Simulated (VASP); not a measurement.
# Y2F3 (Pn-3m) in VASP: notebook

Runs on Y2F3. Level: PBE. Tasks: single point.

All numbers are computed with VASP 6.6.1; they aren't measurements. Logs are shortened: lines on timing, memory, paths and dates and some standing lists are left out, and cuts for length are marked.

### Step 1. The cell of the first run

The structure is cubic, space group Pn-3m (No. 224). Conventional cell: a = 5.507 Å, b = 5.507 Å, c = 5.507 Å, α = 90.00°, β = 90.00°, γ = 90.00°. Y (site symmetry -3m) has 6 F at 2.38 Å within 3.1 Å. Within 3.1 Å of F (site symmetry -42m) lie 4 Y at 2.38 Å and 4 F at 2.75 Å.

### Step 2. Single point, PBE, collinear spin, ferromagnetic start

Input file INCAR:

```
PREC = Accurate ; ENCUT = 600
EDIFF = 1E-6 ; ISMEAR = 0
SIGMA = 0.1 ; LREAL = False
LASPH = True ; NELM = 200
ALGO = Normal ; ISIF = 2
LWAVE = False ; LCHARG = False
ISPIN = 2 ; MAGMOM = 0 0 0 0 1 1 1 1 1 1
LORBIT = 11 ; LMAXMIX = 4
GGA = PE ; NBANDS = 58
GGA_COMPAT = False
```

Input file KPOINTS:

```
regular mesh
0
Gamma
  4 4 4
```

Input file POSCAR:

```
Y2F3
1.0
    5.5066890082      0.0000000000      0.0000000000
    0.0000000000      5.5066890082      0.0000000000
    0.0000000000      0.0000000000      5.5066890082
Y F
4 6
Direct
    0.7500000000      0.7500000000      0.7500000000
    0.7500000000      0.2500000000      0.2500000000
    0.2500000000      0.2500000000      0.7500000000
    0.2500000000      0.7500000000      0.2500000000
    0.0000000000      0.5000000000      0.5000000000
    0.5000000000      0.5000000000      0.0000000000
    0.0000000000      0.5000000000      0.0000000000
    0.5000000000      0.0000000000      0.5000000000
    0.5000000000      0.0000000000      0.0000000000
    0.0000000000      0.0000000000      0.5000000000
```

Potentials or basis: VASP PAW PBE potentials, release 64 (Y_sv, F).

Launch:

```bash
$ cat potpaw_PBE.64/Y_sv/POTCAR potpaw_PBE.64/F/POTCAR > POTCAR
$ mpirun -np 1 vasp_std > vasp.out
```

OUTCAR:

```text
PREC = Accurate
   ENCUT = 600
   EDIFF = 1E-6
   ISMEAR = 0
   LREAL = False
   LASPH = True
   NELM = 200
   ISIF = 2
   ISPIN = 2
   LORBIT = 11
   GGA = PE

 ion  position               nearest neighbor table
   1  0.750  0.750  0.750-   5 2.38   6 2.38   7 2.38   8 2.38   9 2.38  10 2.38   2 3.89   3 3.89
                             4 3.89   2 3.89   4 3.89   2 3.89   3 3.89   2 3.89   3 3.89   4 3.89
   2  0.750  0.250  0.250-   5 2.38   6 2.38   7 2.38   8 2.38   9 2.38  10 2.38   1 3.89   3 3.89
                             4 3.89   1 3.89   3 3.89   1 3.89   4 3.89   1 3.89   3 3.89   4 3.89
   3  0.250  0.250  0.750-   5 2.38   6 2.38   7 2.38   8 2.38   9 2.38  10 2.38   1 3.89   2 3.89
                             4 3.89   2 3.89   4 3.89   1 3.89   4 3.89   4 3.89   1 3.89   2 3.89
   4  0.250  0.750  0.250-   5 2.38   6 2.38   7 2.38   8 2.38   9 2.38  10 2.38   1 3.89   2 3.89
                             3 3.89   1 3.89   3 3.89   2 3.89   3 3.89   3 3.89   1 3.89   2 3.89
   5  0.000  0.500  0.500-   1 2.38   2 2.38   3 2.38   4 2.38
   6  0.500  0.500  0.000-   1 2.38   2 2.38   3 2.38   4 2.38
   7  0.000  0.500  0.000-   1 2.38   2 2.38   3 2.38   4 2.38
   8  0.500  0.000  0.500-   1 2.38   2 2.38   3 2.38   4 2.38
   9  0.500  0.000  0.000-   1 2.38   2 2.38   3 2.38   4 2.38
  10  0.000  0.000  0.500-   1 2.38   2 2.38   3 2.38   4 2.38

  LATTYP: Found a simple cubic cell.
 ALAT       =     5.5066890082

  Lattice vectors:

 A1 = (   5.5066890082,   0.0000000000,   0.0000000000)
 A2 = (   0.0000000000,   5.5066890082,   0.0000000000)
 A3 = (   0.0000000000,   0.0000000000,   5.5066890082)

Analysis of symmetry for initial positions (statically):
=====================================================================
 Subroutine PRICEL returns:
 Original cell was already a primitive cell.

 Routine SETGRP: Setting up the symmetry group for a
 simple cubic supercell.

 Subroutine GETGRP returns: Found 48 space group operations
 (whereof 24 operations were pure point group operations)
 out of a pool of 48 trial point group operations.

The static configuration has the point symmetry T_d .
 The point group associated with its full space group is O_h .

Analysis of symmetry for dynamics (positions and initial velocities):
=====================================================================
 Subroutine PRICEL returns:
 Original cell was already a primitive cell.

 Routine SETGRP: Setting up the symmetry group for a
 simple cubic supercell.

 Subroutine GETGRP returns: Found 48 space group operations
 (whereof 24 operations were pure point group operations)
 out of a pool of 48 trial point group operations.

The dynamic configuration has the point symmetry T_d .
 The point group associated with its full space group is O_h .

Analysis of structural, dynamic, and magnetic symmetry:
=====================================================================
 Subroutine PRICEL returns:
 Original cell was already a primitive cell.

 Routine SETGRP: Setting up the symmetry group for a
 simple cubic supercell.

 Subroutine GETGRP returns: Found 48 space group operations
 (whereof 24 operations were pure point group operations)
 out of a pool of 48 trial point group operations.

The overall configuration has the point symmetry T_d .
 The point group associated with its full space group is O_h .

 Subroutine INISYM returns: Found 48 space group operations
 (whereof 24 operations are pure point group operations),
 and found     1 'primitive' translations

----------------------------------------------------------------------------------------

                                     Primitive cell

  volume of cell :     166.9828

  direct lattice vectors                    reciprocal lattice vectors
     5.506689008  0.000000000  0.000000000     0.181597326  0.000000000  0.000000000
     0.000000000  5.506689008  0.000000000     0.000000000  0.181597326  0.000000000
     0.000000000  0.000000000  5.506689008     0.000000000  0.000000000  0.181597326

  length of vectors
     5.506689008  5.506689008  5.506689008     0.181597326  0.181597326  0.181597326

  position of ions in fractional coordinates (direct lattice)
     0.750000000  0.750000000  0.750000000
     0.750000000  0.250000000  0.250000000
     0.250000000  0.250000000  0.750000000
     0.250000000  0.750000000  0.250000000
     0.000000000  0.500000000  0.500000000
     0.500000000  0.500000000  0.000000000
     0.000000000  0.500000000  0.000000000
     0.500000000  0.000000000  0.500000000
     0.500000000  0.000000000  0.000000000
     0.000000000  0.000000000  0.500000000

  ion indices of the primitive-cell ions
   primitive index   ion index
                 1           1
                 2           2
                 3           3
                 4           4
                 5           5
                 6           6
                 7           7
                 8           8
                 9           9
[... 29 lines left out ...]
            Coordinates               Weight
  0.000000  0.000000  0.000000      1.000000
  0.250000  0.000000  0.000000      6.000000
  0.500000  0.000000  0.000000      3.000000
  0.250000  0.250000  0.000000     12.000000
  0.500000  0.250000  0.000000     12.000000
  0.500000  0.500000  0.000000      3.000000
  0.250000  0.250000  0.250000      8.000000
  0.500000  0.250000  0.250000     12.000000
  0.500000  0.500000  0.250000      6.000000
  0.500000  0.500000  0.500000      1.000000
   k-points           NKPTS =     10   k-points in BZ     NKDIM =     10   number of bands    NBANDS=     58
   number of dos      NEDOS =    301   number of ions     NIONS =     10
   total plane-waves  NPLWV = 110592
   dimension x,y,z NGX =    48 NGY =   48 NGZ =   48
   dimension x,y,z NGXF=    96 NGYF=   96 NGZF=   96
   ions per type =               4   6
   NGX,Y,Z   is equivalent  to a cutoff of  14.49, 14.49, 14.49 a.u.
   NGXF,Y,Z  is equivalent  to a cutoff of  28.98, 28.98, 28.98 a.u.
 SYSTEM =  unknown system
   PREC   = accura    normal or accurate (medium, high low for compatibility)
   ISTART =      0    job   : 0-new  1-cont  2-samecut
   ICHARG =      2    charge: 1-file 2-atom 10-const
   ISPIN  =      2    spin polarized calculation?
   LNONCOLLINEAR =      F non collinear calculations
   LSORBIT =      F    spin-orbit coupling
   LASPH  =      T    aspherical Exc in radial PAW
   ENCUT  =  600.0 eV  44.10 Ry    6.64 a.u.  11.00 11.00 11.00*2*pi/ulx,y,z
   NELM   =    200;   NELMIN=  2; NELMDL= -5     # of ELM steps
   EDIFF  = 0.1E-05   stopping-criterion for ELM
   LREAL  =      F    real-space projection
   EDIFFG = 0.1E-04   stopping-criterion for IOM
   NSW    =      0    number of steps for IOM
   IBRION =     -1    ionic relax: 0-MD 1-quasi-New 2-CG
   NFREE  =      0    steps in history (QN), initial steepest desc. (CG)
   ISIF   =      2    stress and relaxation
   ISYM   =      2    0-nonsym 1-usesym 2-fastsym
   POTIM  = 0.5000    time-step for ionic-motion
   TEBEG  =    0.0;   TEEND  =   0.0 temperature during run
   PSTRESS=    0.0 pullay stress
   NELECT =      86.0000    total number of electrons
   NUPDOWN=      -1.0000    fix difference up-down
   EMIN   =  10.00;   EMAX   =-10.00  energy-range for DOS
   EFERMI =   0.00;   METHOD = LEGACY
   ISMEAR =     0;   SIGMA  =   0.10  broadening in eV -4-tet -1-fermi 0-gaus
   EFERMI_NEDOS =   21; number of points for ismear=-14 and -15
   IALGO  =     38    algorithm
   IMIX   =      4    mixing-type and parameters
     AMIX     =   0.40;   BMIX     =  1.00
     AMIX_MAG =   1.60;   BMIX_MAG =  1.00
  volume/ion in A,a.u.               =      16.70       112.69
  Fermi-wavevector in a.u.,A,eV,Ry     =   1.312252  2.479796 23.429289  1.722004
  Thomas-Fermi vector in A             =   2.442657
   LORBIT       =     11    0 simple, 1 ext, 2 COOP (PROOUT), +10 PAW based schemes
   GGA     = PE    functional components
   LHFCALC =     F    Hartree Fock is set to
   AEXX    =    0.0000 exact exchange contribution
   IVDW    =     0    specifies the selected vdW correction
   LEPSILON=     F    determine dielectric tensor
   LRPA    =     F    only Hartree local field effects (RPA)
 spin polarized calculation
 Gauss-broadening in eV      SIGMA  =   0.10
  energy-cutoff  :      600.00
  volume of cell :      166.98
 maximum number of plane-waves:      5616
 NGX is ok and might be reduce to    48
   NGX = 21   NGY = 21   NGZ = 21

 number of electron      85.9999980 magnetization       0.7807507

 Free energy of the ion-electron system (eV)
  ---------------------------------------------------
  ext. energy  EPLUGINS =         0.00000000
  ---------------------------------------------------
  free energy    TOTEN  =       -67.02168330 eV

  energy without entropy =      -66.99985381  energy(sigma->0) =      -67.01076855

 E-fermi :   5.3040     XC(G=0):  -9.9658

 val. band max:        5.2575289716   @ k =   0.5000   0.5000   0.0000
 cond. band min:       5.3511134223   @ k =   0.5000   0.0000   0.0000
 fundamental gap:      0.0935844507
 Fermi energy:         5.3040226905

 spin component 1

 k-point     1 :       0.0000    0.0000    0.0000
  band No.  band energies     occupation
      1     -39.2791      1.00000
      2     -39.2310      1.00000
      3     -39.2310      1.00000
      4     -39.2310      1.00000
      5     -22.7441      1.00000
      6     -22.7441      1.00000
[... 569 lines left out ...]
     54       7.2333      0.00000
     55       7.2333      0.00000
 Fermi energy:         5.3040226905

 spin component 2

 k-point     1 :       0.0000    0.0000    0.0000
  band No.  band energies     occupation
      1     -39.2345      1.00000
      2     -39.1865      1.00000
      3     -39.1865      1.00000
      4     -39.1865      1.00000
      5     -22.7123      1.00000
      6     -22.7123      1.00000
[... 569 lines left out ...]
     54       7.6388      0.00000
     55       7.6388      0.00000
 [bands above 55 left out]

------------------------ aborting loop because EDIFF is reached ----------------------------------------

  FORCE on cell =-STRESS in cart. coord.  units (eV):
  Direction    XX          YY          ZZ          XY          YZ          ZX
  --------------------------------------------------------------------------------------
  -------------------------------------------------------------------------------------
  Total       -0.0248067     -0.0248067     -0.0248067     -0.0000000     -0.0000000     -0.0000000
  in kB       -0.2380168     -0.2380168     -0.2380168     -0.0000000     -0.0000000     -0.0000000
  external PRESSURE =      -0.2380168 kB  Pullay stress =       0.0000000 kB

 VOLUME and BASIS-vectors are now :
 -----------------------------------------------------------------------------
  energy-cutoff  :      600.00
  volume of cell :      166.98
      direct lattice vectors                 reciprocal lattice vectors
     5.506689008  0.000000000  0.000000000     0.181597326  0.000000000  0.000000000
     0.000000000  5.506689008  0.000000000     0.000000000  0.181597326  0.000000000
     0.000000000  0.000000000  5.506689008     0.000000000  0.000000000  0.181597326

 POSITION                                       TOTAL-FORCE (eV/Angst)
 -----------------------------------------------------------------------------------
      4.13002      4.13002      4.13002        -0.000000      0.000000      0.000000
      4.13002      1.37667      1.37667         0.000000     -0.000000     -0.000000
      1.37667      1.37667      4.13002        -0.000000     -0.000000     -0.000000
      1.37667      4.13002      1.37667         0.000000     -0.000000      0.000000
      0.00000      2.75334      2.75334         0.000000     -0.000000     -0.000000
      2.75334      2.75334      0.00000        -0.000000     -0.000000      0.000000
      0.00000      2.75334      0.00000        -0.000000      0.000000     -0.000000
      2.75334      0.00000      2.75334         0.000000     -0.000000      0.000000
      2.75334      0.00000      0.00000        -0.000000      0.000000      0.000000
      0.00000      0.00000      2.75334         0.000000      0.000000      0.000000
 -----------------------------------------------------------------------------------
    total drift:                                0.000000      0.000000      0.000000

  FREE ENERGIE OF THE ION-ELECTRON SYSTEM (eV)
  ---------------------------------------------------
  free  energy   TOTEN  =       -67.0216832958 eV

  energy  without entropy=      -66.9998538079  energy(sigma->0) =      -67.01076855

 total charge

# of ion       s       p       d       f       tot
--------------------------------------------------
    1        2.154   6.236   0.892   0.070   9.352
    2        2.154   6.236   0.892   0.070   9.352
    3        2.154   6.236   0.892   0.070   9.352
    4        2.154   6.236   0.892   0.070   9.352
    5        1.733   4.389   0.000   0.000   6.122
    6        1.733   4.389   0.000   0.000   6.122
    7        1.733   4.389   0.000   0.000   6.122
    8        1.733   4.389   0.000   0.000   6.122
    9        1.733   4.389   0.000   0.000   6.122
   10        1.733   4.389   0.000   0.000   6.122
--------------------------------------------------
tot         19.016  51.278   3.567   0.280  74.141

 magnetization (x)

# of ion       s       p       d       f       tot
--------------------------------------------------
    1        0.002   0.006   0.078   0.002   0.088
    2        0.002   0.006   0.078   0.002   0.088
    3        0.002   0.006   0.078   0.002   0.088
    4        0.002   0.006   0.078   0.002   0.088
    5        0.001   0.012   0.000   0.000   0.013
    6        0.001   0.012   0.000   0.000   0.013
    7        0.001   0.012   0.000   0.000   0.013
    8        0.001   0.012   0.000   0.000   0.013
    9        0.001   0.012   0.000   0.000   0.013
   10        0.001   0.012   0.000   0.000   0.013
--------------------------------------------------
tot          0.013   0.096   0.311   0.007   0.428
```

It took 12 min on 1 thread of Intel Xeon 8259CL, shared host; peak memory 0.51 GiB.

Results:

```
Free energy                                           : -67.0217 eV
Pressure                                              : 0.0 GPa
Net moment                                            : 0.78 μB per cell
Site moments                                          : Y +0.09; F +0.01 μB
Valence electrons inside the program's atomic spheres : Y 9.35; F 6.12
```

### Step 3. Single point, PBE, collinear spin, ferromagnetic start

Input file INCAR:

```
SYSTEM = Y2F3
ALGO = Normal ; EDIFF = 1E-6
ENCUT = 600 ; GGA = PE
GGA_COMPAT = .FALSE. ; ISIF = 2
ISMEAR = 0 ; ISPIN = 2
LASPH = .TRUE. ; LCHARG = .FALSE.
LMAXMIX = 4 ; LORBIT = 11
LREAL = .FALSE. ; LWAVE = .FALSE.
MAGMOM = 0 0 0 0 1 1 1 1 1 1 ; NBANDS = 58
NELM = 200 ; PREC = Accurate
SIGMA = 0.1
```

Input file KPOINTS:

```
k-points
0
G
  4 4 4
  0 0 0
```

POSCAR is that of step 2.

Potentials or basis: VASP PAW PBE potentials, release 64 (Y_sv, F).

Launch:

```bash
$ cat potpaw_PBE.64/Y_sv/POTCAR potpaw_PBE.64/F/POTCAR > POTCAR
$ mpirun -np 1 vasp_std > vasp.out
```

Wall time 11 min (1 thread of Intel Xeon 8259CL, shared host); peak memory 0.51 GiB.

It converged, with:

| Item | Value |
| --- | --- |
| Free energy | -67.0217 eV |
| Pressure | 0.0 GPa |
| Net moment | 0.78 μB per cell |
| Site moments | Y +0.09; F +0.01 μB |
| Valence electrons inside the program's atomic spheres | Y 9.35; F 6.12 |

Levels at points of the mesh, in eV from the Fermi level:
Spin up:
```tsv
k point	band 42	band 43	band 44	band 45	band 46	band 47
(0.00, 0.00, 0.00)	-0.76	-0.76	-0.76	0.53	1.12	1.27
(0.50, 0.00, 0.00)	-1.61	-0.23	-0.23	0.53	0.53	1.58
(0.50, 0.50, 0.00)	-1.13	-0.05	-0.05	0.49	0.49	1.04
(0.50, 0.50, 0.50)	0.45	0.45	0.45	0.58	1.53	1.53
```
Spin down:
| k point | band 38 | band 39 | band 40 | band 41 | band 42 | band 43 | band 44 | band 45 | band 46 | band 47 |
| --- | --- | --- | --- | --- | --- | --- | --- | --- | --- | --- |
| (0.00, 0.00, 0.00) | -7.77 | -7.77 | -7.77 | -3.00 | -0.50 | -0.50 | -0.50 | 0.65 | 1.16 | 1.40 |
| (0.50, 0.00, 0.00) | -7.91 | -7.81 | -7.81 | -1.50 | -1.50 | 0.05 | 0.05 | 0.72 | 0.72 | 1.72 |
| (0.50, 0.50, 0.00) | -8.37 | -7.90 | -7.90 | -1.06 | -1.06 | 0.22 | 0.22 | 0.72 | 0.72 | 1.22 |
| (0.50, 0.50, 0.50) | -8.35 | -8.23 | -8.23 | -1.65 | 0.59 | 0.59 | 0.59 | 0.78 | 1.70 | 1.70 |
